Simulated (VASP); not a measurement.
# Ag16P in VASP: single point with PBE+D3(BJ)

Aim: the single point of Ag16P with PBE+D3(BJ).

Program: VASP 6.6.1. These are calculated values, not measurements. Logs are shortened: lines on timing, memory, paths and dates and some standing lists are left out, and cuts for length are marked.

**1. The cell of the first run**

The cell holds a slab with vacuum, 17 atoms: a = 8.180 Å, b = 5.784 Å, c = 15.338 Å, α = 90.00°, β = 90.00°, γ = 90.00°.

**2. Single point, PBE+D3(BJ)**

INCAR

```
ALGO = Normal
EDIFF = 1E-7
ENCUT = 520
GGA = PE
ISIF = 2
ISMEAR = 0
IVDW = 12
LASPH = T
LCHARG = T
LELF = T
LREAL = Auto
LVHAR = T
LWAVE = F
NBANDS = 104
NELM = 60
PREC = Accurate
SIGMA = 0.15
```

KPOINTS

```
k-points
0
Gamma
  2 3 1
```

POSCAR

```
Ag16P
1.0
    8.1800000000      0.0000000000      0.0000000000
    0.0000000000      5.7841330000      0.0000000000
    0.0000000000      0.0000000000     15.3381000000
Ag P
16 1
Direct
    0.2500000000      0.2499999568      0.0651971235
    0.7500000000      0.2499999568      0.0651971235
    0.2500000000      0.7500000432      0.0651971235
    0.7500000000      0.7500000432      0.0651971235
   -0.0034382641     -0.0016809779      0.1535997288
    0.5033586797     -0.0016664555      0.1535909924
   -0.0035833741      0.5014435180      0.1527629889
    0.5035111247      0.5014587320      0.1527606418
    0.2499393643      0.2426354996      0.2422750536
    0.7498815403      0.2555688121      0.2577409849
    0.2498795844      0.7400860250      0.2592150266
    0.7498733496      0.7675653378      0.2597426018
    0.0134603912      0.0210610648      0.3464446053
    0.4863015892      0.0209908728      0.3464576447
   -0.0182096577      0.5218464029      0.3485483208
    0.5179073350      0.5217819161      0.3485345643
    0.2498309291      0.3732839477      0.3941782881
```

Potentials or basis: VASP PAW PBE potentials, release 64 (Ag, P).

Run with:

```bash
cat potpaw_PBE.64/Ag/POTCAR potpaw_PBE.64/P/POTCAR > POTCAR
mpirun -np 1 vasp_std > vasp.out
```

OUTCAR:

```text
EDIFF = 1E-7
   ENCUT = 520
   GGA = PE
   ISIF = 2
   ISMEAR = 0
   IVDW = 12
   LASPH = T
   LREAL = Auto
   NELM = 60
   PREC = Accurate
 IVDW          = 12

 ion  position               nearest neighbor table
   1  0.250  0.250  0.065-   9 2.72   8 2.87   7 2.87   6 2.87   5 2.87   3 2.89   3 2.89
   2  0.750  0.250  0.065-   7 2.83   8 2.83   5 2.83   6 2.83   4 2.89   4 2.89  10 2.95
   3  0.250  0.750  0.065-   8 2.86   7 2.86   6 2.86   5 2.86   1 2.89   1 2.89  11 2.98
   4  0.750  0.750  0.065-   7 2.82   8 2.82   5 2.82   6 2.82   2 2.89   2 2.89  12 2.99
   5  0.997  0.998  0.154-   4 2.82   2 2.83   9 2.85   3 2.86   1 2.87   7 2.87   7 2.91  12 2.92
                            13 2.96  10 2.97  11 3.02
   6  0.503  0.998  0.154-   4 2.82   2 2.83   9 2.85   3 2.86   1 2.87   8 2.87   8 2.91  12 2.92
                            14 2.96  10 2.97  11 3.03
   7  0.996  0.501  0.153-   4 2.82   2 2.83   3 2.86   1 2.87   5 2.87   9 2.90   5 2.91  10 2.95
                            11 2.98  15 3.01  12 3.02
   8  0.504  0.501  0.153-   4 2.82   2 2.83   3 2.86   1 2.87   6 2.87   9 2.90   6 2.91  10 2.95
                            11 2.98  16 3.01  12 3.02
   9  0.250  0.243  0.242-  17 2.45   1 2.72  14 2.82  13 2.82   5 2.85   6 2.85  11 2.89   7 2.90
                             8 2.90  11 2.92  16 3.17  15 3.17
  10  0.750  0.256  0.258-  15 2.81  16 2.81  12 2.82  13 2.89  14 2.89   8 2.95   7 2.95   2 2.95
                            12 2.96   6 2.97   5 2.97
  11  0.250  0.740  0.259-  14 2.86  13 2.86  16 2.88  15 2.88   9 2.89   9 2.92  17 2.96   3 2.98
                             7 2.98   8 2.98   5 3.02   6 3.03
  12  0.750  0.768  0.260-  15 2.73  16 2.73  10 2.82   6 2.92   5 2.92  14 2.93  13 2.93  10 2.96
                             4 2.99   8 3.02   7 3.02
  13  0.013  0.021  0.346-   9 2.82  11 2.86  10 2.89  15 2.90  17 2.90  15 2.91  12 2.93   5 2.96

  14  0.486  0.021  0.346-   9 2.82  11 2.86  10 2.89  16 2.90  17 2.90  16 2.91  12 2.93   6 2.96

  15  0.982  0.522  0.349-  17 2.46  12 2.73  10 2.81  11 2.88  13 2.90  13 2.91   7 3.01   9 3.17

  16  0.518  0.522  0.349-  17 2.46  12 2.73  10 2.81  11 2.88  14 2.90  14 2.91   8 3.01   9 3.17

  17  0.250  0.373  0.394-   9 2.45  15 2.46  16 2.46  13 2.90  14 2.90  11 2.96

  LATTYP: Found a simple orthorhombic cell.
 ALAT       =     5.7841330000
 B/A-ratio  =     1.4142136773
 C/A-ratio  =     2.6517543770

  Lattice vectors:

 A1 = (   0.0000000000,  -5.7841330000,   0.0000000000)
 A2 = (   8.1800000000,   0.0000000000,   0.0000000000)
 A3 = (   0.0000000000,   0.0000000000,  15.3381000000)

Analysis of symmetry for initial positions (statically):
=====================================================================
 Subroutine PRICEL returns:
 Original cell was already a primitive cell.

 Routine SETGRP: Setting up the symmetry group for a
 simple orthorhombic supercell.

 Subroutine GETGRP returns: Found  1 space group operations
 (whereof  1 operations were pure point group operations)
 out of a pool of  8 trial point group operations.

The static configuration has the point symmetry C_1 .

Analysis of symmetry for dynamics (positions and initial velocities):
=====================================================================
 Subroutine PRICEL returns:
 Original cell was already a primitive cell.

 Routine SETGRP: Setting up the symmetry group for a
 simple orthorhombic supercell.

 Subroutine GETGRP returns: Found  1 space group operations
 (whereof  1 operations were pure point group operations)
 out of a pool of  8 trial point group operations.

The dynamic configuration has the point symmetry C_1 .

 Subroutine INISYM returns: Found  1 space group operations
 (whereof  1 operations are pure point group operations),
 and found     1 'primitive' translations

----------------------------------------------------------------------------------------

                                     Primitive cell

  volume of cell :     725.7101

  direct lattice vectors                    reciprocal lattice vectors
     8.180000000  0.000000000  0.000000000     0.122249389  0.000000000  0.000000000
     0.000000000  5.784133000  0.000000000     0.000000000  0.172886758  0.000000000
     0.000000000  0.000000000 15.338100000     0.000000000  0.000000000  0.065197124

  length of vectors
     8.180000000  5.784133000 15.338100000     0.122249389  0.172886758  0.065197124

  position of ions in fractional coordinates (direct lattice)
     0.250000000  0.249999957  0.065197123
     0.750000000  0.249999957  0.065197123
     0.250000000  0.750000043  0.065197123
     0.750000000  0.750000043  0.065197123
     0.996561736  0.998319022  0.153599729
     0.503358680  0.998333544  0.153590992
[... 9 lines left out ...]
     0.517907335  0.521781916  0.348534564
     0.249830929  0.373283948  0.394178288

  ion indices of the primitive-cell ions
   primitive index   ion index
                 1           1
                 2           2
                 3           3
                 4           4
                 5           5
                 6           6
[... 9 lines left out ...]
                16          16
                17          17

----------------------------------------------------------------------------------------

 KPOINTS: k-points

Automatic generation of k-mesh.
 Grid dimensions read from file:
 generate k-points for:    2    3    1

 Generating k-lattice:

  Cartesian coordinates                     Fractional coordinates (reciprocal lattice)
     0.061124694  0.000000000  0.000000000     0.500000000  0.000000000  0.000000000
     0.000000000  0.057628919  0.000000000     0.000000000  0.333333333  0.000000000
     0.000000000  0.000000000  0.065197124     0.000000000  0.000000000  1.000000000

  Length of vectors
     0.061124694  0.057628919  0.065197124

  Shift w.r.t. Gamma in fractional coordinates (k-lattice)
     0.000000000  0.000000000  0.000000000

 Subroutine IBZKPT returns following result:
 ===========================================

 Found      4 irreducible k-points:

 Following reciprocal coordinates:
            Coordinates               Weight
  0.000000  0.000000  0.000000      1.000000
  0.500000  0.000000  0.000000      1.000000
  0.000000  0.333333  0.000000      2.000000
  0.500000  0.333333  0.000000      2.000000
   k-points           NKPTS =      4   k-points in BZ     NKDIM =      4   number of bands    NBANDS=    104
   number of dos      NEDOS =    301   number of ions     NIONS =     17
   total plane-waves  NPLWV = 368640
   dimension x,y,z NGX =    64 NGY =   48 NGZ =  120
   dimension x,y,z NGXF=   128 NGYF=   96 NGZF=  240
   ions per type =              16   1
   NGX,Y,Z   is equivalent  to a cutoff of  13.01, 13.80, 13.01 a.u.
   NGXF,Y,Z  is equivalent  to a cutoff of  26.01, 27.59, 26.01 a.u.
 SYSTEM =  unknown system
   PREC   = accura    normal or accurate (medium, high low for compatibility)
   ISTART =      0    job   : 0-new  1-cont  2-samecut
   ICHARG =      2    charge: 1-file 2-atom 10-const
   ISPIN  =      1    spin polarized calculation?
   LNONCOLLINEAR =      F non collinear calculations
   LSORBIT =      F    spin-orbit coupling
   LASPH  =      T    aspherical Exc in radial PAW
   ENCUT  =  520.0 eV  38.22 Ry    6.18 a.u.  15.21 10.75 28.52*2*pi/ulx,y,z
   NELM   =     60;   NELMIN=  2; NELMDL= -5     # of ELM steps
   EDIFF  = 0.1E-06   stopping-criterion for ELM
   LREAL  =      T    real-space projection
   EDIFFG = 0.1E-05   stopping-criterion for IOM
   NSW    =      0    number of steps for IOM
   IBRION =     -1    ionic relax: 0-MD 1-quasi-New 2-CG
   NFREE  =      0    steps in history (QN), initial steepest desc. (CG)
   ISIF   =      2    stress and relaxation
   ISYM   =      2    0-nonsym 1-usesym 2-fastsym
   POTIM  = 0.5000    time-step for ionic-motion
   TEBEG  =    0.0;   TEEND  =   0.0 temperature during run
   PSTRESS=    0.0 pullay stress
   NELECT =     181.0000    total number of electrons
   NUPDOWN=      -1.0000    fix difference up-down
   EMIN   =  10.00;   EMAX   =-10.00  energy-range for DOS
   EFERMI =   0.00;   METHOD = LEGACY
   ISMEAR =     0;   SIGMA  =   0.15  broadening in eV -4-tet -1-fermi 0-gaus
   EFERMI_NEDOS =   21; number of points for ismear=-14 and -15
   IALGO  =     38    algorithm
   IMIX   =      4    mixing-type and parameters
     AMIX     =   0.40;   BMIX     =  1.00
     AMIX_MAG =   1.60;   BMIX_MAG =  1.00
  volume/ion in A,a.u.               =      42.69       288.08
  Fermi-wavevector in a.u.,A,eV,Ry     =   1.030497  1.947357 14.448348  1.061924
  Thomas-Fermi vector in A             =   2.164598
   LORBIT       =      0    0 simple, 1 ext, 2 COOP (PROOUT), +10 PAW based schemes
   GGA     = PE    functional components
   LHFCALC =     F    Hartree Fock is set to
   AEXX    =    0.0000 exact exchange contribution
   IVDW    =    12    specifies the selected vdW correction
   LEPSILON=     F    determine dielectric tensor
   LRPA    =     F    only Hartree local field effects (RPA)
 non-spin polarized calculation
 Gauss-broadening in eV      SIGMA  =   0.15
  energy-cutoff  :      520.00
  volume of cell :      725.71
 maximum number of plane-waves:     19590
 NGX is ok and might be reduce to    64
   NGX = 31   NGY = 21   NGZ = 57

 number of electron     180.9999988 magnetization

 Free energy of the ion-electron system (eV)
  ---------------------------------------------------
  ext. energy  EPLUGINS =         0.00000000
  ---------------------------------------------------
  free energy    TOTEN  =       -43.27785801 eV

  energy without entropy =      -43.18237583  energy(sigma->0) =      -43.23011692

 E-fermi :   0.7751     XC(G=0):  -5.9901

 val. band max:        0.7596366569   @ k =   0.0000   0.3333   0.0000
 cond. band min:       0.8457804335   @ k =   0.0000   0.0000   0.0000
 fundamental gap:      0.0861437766
 Fermi energy:         0.7751467672

 k-point     1 :       0.0000    0.0000    0.0000
  band No.  band energies     occupation
      1      -9.6864      2.00000
      2      -5.9723      2.00000
      3      -5.4810      2.00000
      4      -5.4061      2.00000
      5      -5.3212      2.00000
      6      -5.2864      2.00000
[... 94 lines left out ...]
    101       3.9773      0.00000
    102       4.3559      0.00000

 k-point     2 :       0.5000    0.0000    0.0000
  band No.  band energies     occupation
      1      -9.6763      2.00000
      2      -5.6842      2.00000
      3      -5.6099      2.00000
      4      -5.4179      2.00000
      5      -5.3036      2.00000
      6      -5.1696      2.00000
[... 94 lines left out ...]
    101       3.6432      0.00000
    102       3.9924      0.00000

 k-point     3 :       0.0000    0.3333    0.0000
  band No.  band energies     occupation
      1      -9.6569      2.00000
      2      -5.5543      2.00000
      3      -5.2561      2.00000
      4      -5.2163      2.00000
      5      -5.1000      2.00000
      6      -5.0580      2.00000
[... 94 lines left out ...]
    101       4.1700      0.00000
    102       4.6103      0.00000

 k-point     4 :       0.5000    0.3333    0.0000
  band No.  band energies     occupation
      1      -9.6499      2.00000
      2      -5.3117      2.00000
      3      -5.2425      2.00000
      4      -5.1788      2.00000
      5      -5.0724      2.00000
      6      -5.0280      2.00000
[... 94 lines left out ...]
    101       3.9236      0.00000
    102       4.3535      0.00000
 [bands above 102 left out]

------------------------ aborting loop because EDIFF is reached ----------------------------------------

 Edisp (eV)   -6.23339

 E8    (eV) :    -2.8355

  FORCE on cell =-STRESS in cart. coord.  units (eV):
  Direction    XX          YY          ZZ          XY          YZ          ZX
  --------------------------------------------------------------------------------------
  -------------------------------------------------------------------------------------
  Total      -7.30725    -7.29608    -0.53261    -0.00243    -0.14164     0.01324
  in kB     -16.13248   -16.10784    -1.17586    -0.00537    -0.31271     0.02923
  external pressure =      -11.14 kB  Pullay stress =        0.00 kB

 VOLUME and BASIS-vectors are now :
 -----------------------------------------------------------------------------
  energy-cutoff  :      520.00
  volume of cell :      725.71
      direct lattice vectors                 reciprocal lattice vectors
     8.180000000  0.000000000  0.000000000     0.122249389  0.000000000  0.000000000
     0.000000000  5.784133000  0.000000000     0.000000000  0.172886758  0.000000000
     0.000000000  0.000000000 15.338100000     0.000000000  0.000000000  0.065197124

 POSITION                                       TOTAL-FORCE (eV/Angst)
 -----------------------------------------------------------------------------------
      2.04500      1.44603      1.00000        -0.001036      0.095920     -0.149594
      6.13500      1.44603      1.00000        -0.001065      0.041843      0.025607
      2.04500      4.33810      1.00000        -0.001197     -0.103529      0.259409
      6.13500      4.33810      1.00000        -0.001187     -0.043153     -0.092190
      8.15187      5.77441      2.35593         0.005856     -0.001582     -0.007435
      4.11747      5.77449      2.35579        -0.006078     -0.001654     -0.007437
[... 9 lines left out ...]
      4.23648      3.01806      5.34586        -0.028537      0.043614     -0.001743
      2.04362      2.15912      6.04595         0.001096     -0.176462     -0.008317
 -----------------------------------------------------------------------------------
    total drift:                                0.002981     -0.000011     -0.003386

  FREE ENERGIE OF THE ION-ELECTRON SYSTEM (eV)
  ---------------------------------------------------
  free  energy   TOTEN  =       -49.5112457864 eV

  energy  without entropy=      -49.4157636007  energy(sigma->0) =      -49.46350469
```

Wall time 20 min (1 thread of Intel Xeon 8259CL, shared host); peak memory 0.81 GiB.

What came out:

```yaml
Free_energy: -49.5112 eV
Largest_force: 0.279 eV/Å
Band_gap_on_the_k_mesh: zero (an odd number of electrons rules out a gap without spin polarisation)
Dispersion_energy_per_atom: -0.367 eV
```

Forces in eV/Å, atoms in the order of the input:
```
Ag  -0.001  0.096 -0.150
Ag  -0.001  0.042  0.026
Ag  -0.001 -0.104  0.259
Ag  -0.001 -0.043 -0.092
Ag   0.006 -0.002 -0.007
Ag  -0.006 -0.002 -0.007
Ag   0.009  0.007  0.005
Ag  -0.009  0.007  0.005
Ag   0.001 -0.011 -0.047
Ag   0.000  0.035  0.009
Ag   0.000 -0.030  0.013
Ag   0.001  0.022  0.018
Ag   0.021  0.036 -0.010
Ag  -0.020  0.036 -0.011
Ag   0.030  0.043 -0.001
Ag  -0.029  0.044 -0.002
P    0.001 -0.176 -0.008
```

Caveat: the k points lie up to 0.38 Å⁻¹ apart, too coarse for converged energies and pressures of a metal; there is no dipole correction, which matters where the two faces differ.

The gap in the log of VASP goes by the Fermi energy; the results here count the filled bands.